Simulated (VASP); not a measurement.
Write the native input for VASP 6.6.1 that does the following.

| Quantity | Value |
| --- | --- |
| Task | relaxation of cell and atoms |
| Functional | PBE |
| Potentials or basis | VASP PAW PBE potentials, release 64 (Mg, Zn, O) |
| Cutoff | 600 eV |
| k mesh | 8 × 8 × 2 |
| Occupations | gaussian, width 0.02 eV |
| Spin | no spin polarisation |
| Dipole correction | no |
| Further INCAR settings | ALGO = Normal; EDIFF = 1e-07; IBRION = 2; EDIFFG = -0.01; NSW = 100; ISIF = 3 |

The structure of MgZn5O6 lies in POSCAR:

```
MgZn5O6
1.0
    3.2427424400      0.0000000000      0.0000000000
    0.0000000000      3.2427424400      0.0000000000
    0.0000000000      0.0000000000     13.7577910100
Mg Zn O
1 5 6
Direct
    0.0000000000      0.0000000000      0.5000000000
    0.0000000000      0.0000000000      0.8333333300
    0.5000000000      0.5000000000      0.0000000000
    0.0000000000      0.0000000000      0.1666666700
    0.5000000000      0.5000000000      0.3333333300
    0.5000000000      0.5000000000      0.6666666700
    0.5000000000      0.0000000000      0.0833333300
    0.0000000000      0.5000000000      0.2500000000
    0.5000000000      0.0000000000      0.4166666700
    0.0000000000      0.5000000000      0.5833333300
    0.5000000000      0.0000000000      0.7500000000
    0.0000000000      0.5000000000      0.9166666700
```

One way to write it, as run:

INCAR

```
  PREC = Accurate
  ENCUT = 600
  EDIFF = 1E-7
  ISMEAR = 0
  SIGMA = 0.02
  LREAL = False
  LASPH = True
  NELM = 80
  ALGO = Normal
  ISIF = 3
  LWAVE = False
  LCHARG = False
  GGA = PE
  IBRION = 2
  NSW = 100
  EDIFFG = -0.01
```

KPOINTS

```
Automatic mesh
0
Gamma
  8 8 2
```

Potentials or basis: VASP PAW PBE potentials, release 64 (Mg, Zn, O).

Run with:

```bash
$ cat potpaw_PBE.64/Mg/POTCAR potpaw_PBE.64/Zn/POTCAR potpaw_PBE.64/O/POTCAR > POTCAR
$ mpirun -np 1 vasp_std > vasp.out
```

It gave:

- Relaxed volume: 12.34 Å³/atom
- Relaxed cell: a = 3.276 Å, b = 3.276 Å, c = 13.793 Å, α = 90.00°, β = 90.00°, γ = 90.00°
- Space group after relaxing (to 0.1 Å): P-4m2 (No. 115)
- Energy gained by relaxing: 3.7 meV/atom
- Ionic steps: 13
- Pressure after relaxing: 0.0 GPa
- Largest force after relaxing: 0.010 eV/Å
- Band gap on the k mesh: 0.94 eV

Run time: 86 min on 1 thread of Oxide Virtual Turin-like Processor, with other jobs on the host, peak memory 0.42 GiB.
